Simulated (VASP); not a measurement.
# Si3Se2 (Cmme) in VASP: single point with PBE

Aim: the single point of Si3Se2 with PBE.

All numbers are computed with VASP 6.6.1; they aren't measurements. Logs are shortened: lines on timing, memory, paths and dates and some standing lists are left out, and cuts for length are marked.

### Step 1. The cell of the first run

The typed cell holds 10 atoms: a = 4.967 Å, b = 4.967 Å, c = 9.635 Å, α = 90.00°, β = 90.00°, γ = 112.01°.

The cell was built from a structure type or drawn by symmetry, and may not be a known phase.

### Step 2. Single point, PBE

The input, INCAR:

```
SYSTEM = Si3Se2
  PREC = Accurate
  ENCUT = 500
  EDIFF = 1E-6
  ISMEAR = 0
  SIGMA = 0.2
  LREAL = .FALSE.
  LASPH = .TRUE.
  NELM = 120
  ALGO = Normal
  ISIF = 2
  LWAVE = .FALSE.
  LCHARG = .TRUE.
  GGA = PE
  LELF = .TRUE.
  LVHAR = .TRUE.
  NBANDS = 35
  GGA_COMPAT = .FALSE.
```

The input, KPOINTS:

```
regular mesh
0
G
  3 3 2
  0 0 0
```

The input, POSCAR:

```
Si3Se2
1.0
    2.7770627170     -4.1178618884      0.0000000000
    2.7770627170      4.1178618884      0.0000000000
    0.0000000000      0.0000000000      9.6350458193
Si Se
6 4
Direct
    0.7500000000      0.7500000000      0.6479222524
    0.7500000000      0.7500000000      0.3520777476
    0.2500000000      0.2500000000      0.3520777476
    0.2500000000      0.2500000000      0.6479222524
    0.0000000000      0.5000000000      0.5000000000
    0.5000000000      0.0000000000      0.5000000000
    0.0000491484      0.5000491484      0.7994396958
    0.4999508516      0.9999508516      0.7994396958
    0.5000491484      0.0000491484      0.2005603042
    0.9999508516      0.4999508516      0.2005603042
```

Potentials or basis: VASP PAW PBE potentials, release 64 (Si, Se).

The run is started by

```
> cat potpaw_PBE.64/Si/POTCAR potpaw_PBE.64/Se/POTCAR > POTCAR
> mpirun -np 1 vasp_std > vasp.out
```

OUTCAR:

```text
SYSTEM = Si3Se2
   PREC = Accurate
   ENCUT = 500
   EDIFF = 1E-6
   ISMEAR = 0
   LREAL = .FALSE.
   LASPH = .TRUE.
   NELM = 120
   ISIF = 2
   GGA = PE

 ion  position               nearest neighbor table
   1  0.750  0.750  0.648-   5 2.50   6 2.50   7 2.52   8 2.52   4 2.78   4 2.78   2 2.85
   2  0.750  0.750  0.352-   5 2.50   6 2.50   9 2.52  10 2.52   3 2.78   3 2.78   1 2.85
   3  0.250  0.250  0.352-   5 2.50   6 2.50   9 2.52  10 2.52   2 2.78   2 2.78   4 2.85
   4  0.250  0.250  0.648-   5 2.50   6 2.50   7 2.52   8 2.52   1 2.78   1 2.78   3 2.85
   5  0.000  0.500  0.500-   1 2.50   2 2.50   3 2.50   4 2.50   6 2.78   6 2.78  10 2.89   7 2.89

   6  0.500  0.000  0.500-   1 2.50   2 2.50   3 2.50   4 2.50   5 2.78   5 2.78   9 2.89   8 2.89

   7  0.000  0.500  0.799-   1 2.52   4 2.52   8 2.78   8 2.78   5 2.89
   8  0.500  1.000  0.799-   1 2.52   4 2.52   7 2.78   7 2.78   6 2.89
   9  0.500  0.000  0.201-   2 2.52   3 2.52  10 2.78  10 2.78   6 2.89
  10  1.000  0.500  0.201-   2 2.52   3 2.52   9 2.78   9 2.78   5 2.89

  LATTYP: Found a base centered orthorhombic cell.
 ALAT       =     5.5541254340
 B/A-ratio  =     1.4828119881
 C/A-ratio  =     1.7347548113

  Lattice vectors:

 A1 = (   2.7770627170,  -4.1178618884,   0.0000000000)
 A2 = (   2.7770627170,   4.1178618884,   0.0000000000)
 A3 = (   0.0000000000,   0.0000000000,   9.6350458193)

Analysis of symmetry for initial positions (statically):
=====================================================================
 Subroutine PRICEL returns:
 Original cell was already a primitive cell.

 Routine SETGRP: Setting up the symmetry group for a
 base centered orthorhombic supercell.

 Subroutine GETGRP returns: Found  8 space group operations
 (whereof  4 operations were pure point group operations)
 out of a pool of  8 trial point group operations.

The static configuration has the point symmetry C_2h.
 The point group associated with its full space group is D_2h.

Analysis of symmetry for dynamics (positions and initial velocities):
=====================================================================
 Subroutine PRICEL returns:
 Original cell was already a primitive cell.

 Routine SETGRP: Setting up the symmetry group for a
 base centered orthorhombic supercell.

 Subroutine GETGRP returns: Found  8 space group operations
 (whereof  4 operations were pure point group operations)
 out of a pool of  8 trial point group operations.

The dynamic configuration has the point symmetry C_2h.
 The point group associated with its full space group is D_2h.

 Subroutine INISYM returns: Found  8 space group operations
 (whereof  4 operations are pure point group operations),
 and found     1 'primitive' translations

----------------------------------------------------------------------------------------

                                     Primitive cell

  volume of cell :     220.3643

  direct lattice vectors                    reciprocal lattice vectors
     2.777062717 -4.117861888  0.000000000     0.180046348 -0.121422236  0.000000000
     2.777062717  4.117861888  0.000000000     0.180046348  0.121422236  0.000000000
     0.000000000  0.000000000  9.635045819     0.000000000  0.000000000  0.103787778

  length of vectors
     4.966776003  4.966776003  9.635045819     0.217163641  0.217163641  0.103787778

  position of ions in fractional coordinates (direct lattice)
     0.750000000  0.750000000  0.647922252
     0.750000000  0.750000000  0.352077748
     0.250000000  0.250000000  0.352077748
     0.250000000  0.250000000  0.647922252
     0.000000000  0.500000000  0.500000000
     0.500000000  0.000000000  0.500000000
     0.000049148  0.500049148  0.799439696
     0.499950852  0.999950852  0.799439696
     0.500049148  0.000049148  0.200560304
     0.999950852  0.499950852  0.200560304

  ion indices of the primitive-cell ions
   primitive index   ion index
                 1           1
                 2           2
                 3           3
                 4           4
                 5           5
                 6           6
                 7           7
                 8           8
                 9           9
                10          10

----------------------------------------------------------------------------------------

 KPOINTS: regular mesh

Automatic generation of k-mesh.
 Grid dimensions read from file:
 generate k-points for:    3    3    2

 Generating k-lattice:

  Cartesian coordinates                     Fractional coordinates (reciprocal lattice)
     0.060015449 -0.040474079  0.000000000     0.333333333  0.000000000  0.000000000
     0.060015449  0.040474079  0.000000000     0.000000000  0.333333333  0.000000000
     0.000000000  0.000000000  0.051893889     0.000000000  0.000000000  0.500000000

  Length of vectors
     0.072387880  0.072387880  0.051893889

  Shift w.r.t. Gamma in fractional coordinates (k-lattice)
     0.000000000  0.000000000  0.000000000

 Subroutine IBZKPT returns following result:
 ===========================================

 Found      8 irreducible k-points:

 Following reciprocal coordinates:
            Coordinates               Weight
  0.000000  0.000000  0.000000      1.000000
  0.333333 -0.000000  0.000000      4.000000
  0.333333  0.333333  0.000000      2.000000
 -0.333333  0.333333  0.000000      2.000000
  0.000000  0.000000  0.500000      1.000000
  0.333333 -0.000000  0.500000      4.000000
  0.333333  0.333333  0.500000      2.000000
 -0.333333  0.333333  0.500000      2.000000
   k-points           NKPTS =      8   k-points in BZ     NKDIM =      8   number of bands    NBANDS=     35
   number of dos      NEDOS =    301   number of ions     NIONS =     10
   total plane-waves  NPLWV =  90720
   dimension x,y,z NGX =    36 NGY =   36 NGZ =   70
   dimension x,y,z NGXF=    72 NGYF=   72 NGZF=  140
   ions per type =               6   4
   NGX,Y,Z   is equivalent  to a cutoff of  12.05, 12.05, 12.08 a.u.
   NGXF,Y,Z  is equivalent  to a cutoff of  24.10, 24.10, 24.16 a.u.
 SYSTEM =  Si3Se2
   PREC   = accura    normal or accurate (medium, high low for compatibility)
   ISTART =      0    job   : 0-new  1-cont  2-samecut
   ICHARG =      2    charge: 1-file 2-atom 10-const
   ISPIN  =      1    spin polarized calculation?
   LNONCOLLINEAR =      F non collinear calculations
   LSORBIT =      F    spin-orbit coupling
   LASPH  =      T    aspherical Exc in radial PAW
   ENCUT  =  500.0 eV  36.75 Ry    6.06 a.u.   9.06  9.06 17.57*2*pi/ulx,y,z
   NELM   =    120;   NELMIN=  2; NELMDL= -5     # of ELM steps
   EDIFF  = 0.1E-05   stopping-criterion for ELM
   LREAL  =      F    real-space projection
   EDIFFG = 0.1E-04   stopping-criterion for IOM
   NSW    =      0    number of steps for IOM
   IBRION =     -1    ionic relax: 0-MD 1-quasi-New 2-CG
   NFREE  =      0    steps in history (QN), initial steepest desc. (CG)
   ISIF   =      2    stress and relaxation
   ISYM   =      2    0-nonsym 1-usesym 2-fastsym
   POTIM  = 0.5000    time-step for ionic-motion
   TEBEG  =    0.0;   TEEND  =   0.0 temperature during run
   PSTRESS=    0.0 pullay stress
   NELECT =      48.0000    total number of electrons
   NUPDOWN=      -1.0000    fix difference up-down
   EMIN   =  10.00;   EMAX   =-10.00  energy-range for DOS
   EFERMI =   0.00;   METHOD = LEGACY
   ISMEAR =     0;   SIGMA  =   0.20  broadening in eV -4-tet -1-fermi 0-gaus
   EFERMI_NEDOS =   21; number of points for ismear=-14 and -15
   IALGO  =     38    algorithm
   IMIX   =      4    mixing-type and parameters
     AMIX     =   0.40;   BMIX     =  1.00
     AMIX_MAG =   1.60;   BMIX_MAG =  1.00
  volume/ion in A,a.u.               =      22.04       148.71
  Fermi-wavevector in a.u.,A,eV,Ry     =   0.985012  1.861403 13.201033  0.970249
  Thomas-Fermi vector in A             =   2.116287
   LORBIT       =      0    0 simple, 1 ext, 2 COOP (PROOUT), +10 PAW based schemes
   GGA     = PE    functional components
   LHFCALC =     F    Hartree Fock is set to
   AEXX    =    0.0000 exact exchange contribution
   IVDW    =     0    specifies the selected vdW correction
   LEPSILON=     F    determine dielectric tensor
   LRPA    =     F    only Hartree local field effects (RPA)
 non-spin polarized calculation
 Gauss-broadening in eV      SIGMA  =   0.20
  energy-cutoff  :      500.00
  volume of cell :      220.36
 maximum number of plane-waves:      5612
   NGX = 19   NGY = 19   NGZ = 35

 number of electron      48.0000005 magnetization

 Free energy of the ion-electron system (eV)
  ---------------------------------------------------
  ext. energy  EPLUGINS =         0.00000000
  ---------------------------------------------------
  free energy    TOTEN  =       -42.90168630 eV

  energy without entropy =      -42.78697203  energy(sigma->0) =      -42.84432916

 E-fermi :   5.0741     XC(G=0):  -9.2088

 val. band max:        5.0724518238   @ k =   0.3333   0.3333   0.5000
 cond. band min:       5.0801101259   @ k =   0.3333   0.3333   0.5000
 fundamental gap:      0.0076583021
 Fermi energy:         5.0741391288

 k-point     1 :       0.0000    0.0000    0.0000
  band No.  band energies     occupation
      1     -10.1147      2.00000
      2      -9.8531      2.00000
      3      -7.2694      2.00000
      4      -7.1343      2.00000
      5      -6.4395      2.00000
      6      -3.0693      2.00000
[... 27 lines left out ...]
     34       9.5564      0.00000
     35      10.1957      0.00000

 k-point     2 :       0.3333   -0.0000    0.0000
  band No.  band energies     occupation
      1      -9.5696      2.00000
      2      -9.3325      2.00000
      3      -8.2056      2.00000
      4      -8.0306      2.00000
      5      -5.8466      2.00000
      6      -4.2291      2.00000
[... 27 lines left out ...]
     34       9.3091      0.00000
     35       9.6032      0.00000

 k-point     3 :       0.3333    0.3333    0.0000
  band No.  band energies     occupation
      1      -9.1249      2.00000
      2      -8.9653      2.00000
      3      -8.5814      2.00000
      4      -8.3509      2.00000
      5      -5.3023      2.00000
      6      -4.6902      2.00000
[... 27 lines left out ...]
     34       8.4770      0.00000
     35      10.2357      0.00000

 k-point     4 :      -0.3333    0.3333    0.0000
  band No.  band energies     occupation
      1      -9.7063      2.00000
      2      -9.5108      2.00000
      3      -7.6431      2.00000
      4      -7.4557      2.00000
      5      -5.9940      2.00000
      6      -3.9038      2.00000
[... 27 lines left out ...]
     34       8.9496      0.00000
     35       9.1716      0.00000

 k-point     5 :       0.0000    0.0000    0.5000
  band No.  band energies     occupation
      1     -10.0539      2.00000
      2      -9.9265      2.00000
      3      -7.2059      2.00000
      4      -7.2016      2.00000
      5      -6.3775      2.00000
      6      -3.2500      2.00000
[... 27 lines left out ...]
     34       9.2545      0.00000
     35      10.1932      0.00000

 k-point     6 :       0.3333   -0.0000    0.5000
  band No.  band energies     occupation
      1      -9.5066      2.00000
      2      -9.4064      2.00000
      3      -8.1381      2.00000
      4      -8.1047      2.00000
      5      -5.7908      2.00000
      6      -4.1959      2.00000
[... 27 lines left out ...]
     34       9.3955      0.00000
     35       9.6359      0.00000

 k-point     7 :       0.3333    0.3333    0.5000
  band No.  band energies     occupation
      1      -9.0497      2.00000
      2      -9.0460      2.00000
      3      -8.5223      2.00000
      4      -8.4201      2.00000
      5      -5.2986      2.00000
      6      -4.6334      2.00000
[... 27 lines left out ...]
     34       8.4611      0.00000
     35       9.2447      0.00000

 k-point     8 :      -0.3333    0.3333    0.5000
  band No.  band energies     occupation
      1      -9.6355      2.00000
      2      -9.5899      2.00000
      3      -7.5836      2.00000
      4      -7.5222      2.00000
      5      -5.9583      2.00000
      6      -3.9300      2.00000
[... 27 lines left out ...]
     34       9.1283      0.00000
     35       9.3688      0.00000

------------------------ aborting loop because EDIFF is reached ----------------------------------------

  FORCE on cell =-STRESS in cart. coord.  units (eV):
  Direction    XX          YY          ZZ          XY          YZ          ZX
  --------------------------------------------------------------------------------------
  -------------------------------------------------------------------------------------
  Total       -0.0283825      0.0498753      0.5119723      0.0000000      0.0000000      0.0000000
  in kB       -0.2063576      0.3626226      3.7223380      0.0000000      0.0000000      0.0000000
  external PRESSURE =       1.2928676 kB  Pullay stress =       0.0000000 kB

 VOLUME and BASIS-vectors are now :
 -----------------------------------------------------------------------------
  energy-cutoff  :      500.00
  volume of cell :      220.36
      direct lattice vectors                 reciprocal lattice vectors
     2.777062717 -4.117861888  0.000000000     0.180046348 -0.121422236  0.000000000
     2.777062717  4.117861888  0.000000000     0.180046348  0.121422236  0.000000000
     0.000000000  0.000000000  9.635045819     0.000000000  0.000000000  0.103787778

 POSITION                                       TOTAL-FORCE (eV/Angst)
 -----------------------------------------------------------------------------------
      4.16559      0.00000      6.24276        -0.000000      0.000000     -0.009155
      4.16559      0.00000      3.39229        -0.000000      0.000000      0.009155
      1.38853      0.00000      3.39229        -0.000000      0.000000      0.009155
      1.38853      0.00000      6.24276        -0.000000      0.000000     -0.009155
      1.38853      2.05893      4.81752        -0.000000      0.000000      0.000000
      1.38853     -2.05893      4.81752        -0.000000      0.000000      0.000000
      1.38880      2.05893      7.70264        -0.003007      0.000000      0.047967
      4.16532      2.05893      7.70264         0.003007      0.000000      0.047967
      1.38880     -2.05893      1.93241        -0.003007      0.000000     -0.047967
      4.16532     -2.05893      1.93241         0.003007      0.000000     -0.047967
 -----------------------------------------------------------------------------------
    total drift:                                0.000000     -0.000000      0.000000

  FREE ENERGIE OF THE ION-ELECTRON SYSTEM (eV)
  ---------------------------------------------------
  free  energy   TOTEN  =       -42.9016862980 eV

  energy  without entropy=      -42.7869720286  energy(sigma->0) =      -42.84432916
```

Run time: 87 s. Hardware: 1 thread of Intel Xeon 8259CL, shared host; peak memory 0.29 GiB.

Results:

| Quantity | Value |
| --- | --- |
| Free energy | -42.9017 eV |
| Pressure | 0.1 GPa |
| Largest force | 0.048 eV/Å |
| Band gap on the k mesh | zero (bands 24 and 25 overlap by 1.03 eV) |

Forces in eV/Å, atoms in the order of the input:
```
Si   0.000  0.000 -0.009
Si   0.000  0.000  0.009
Si   0.000  0.000  0.009
Si   0.000  0.000 -0.009
Si   0.000  0.000  0.000
Si   0.000  0.000  0.000
Se  -0.003  0.000  0.048
Se   0.003  0.000  0.048
Se  -0.003  0.000 -0.048
Se   0.003  0.000 -0.048
```

Stress tensor (GPa, compression positive):
```
-0.02  0.00  0.00
 0.00  0.04  0.00
 0.00  0.00  0.37
```

Caveat: the k points lie up to 0.45 Å⁻¹ apart, too coarse for converged energies and pressures of a metal; this functional lacks dispersion, which binds the layers, so the pressure and a relaxed spacing across them are unreliable.
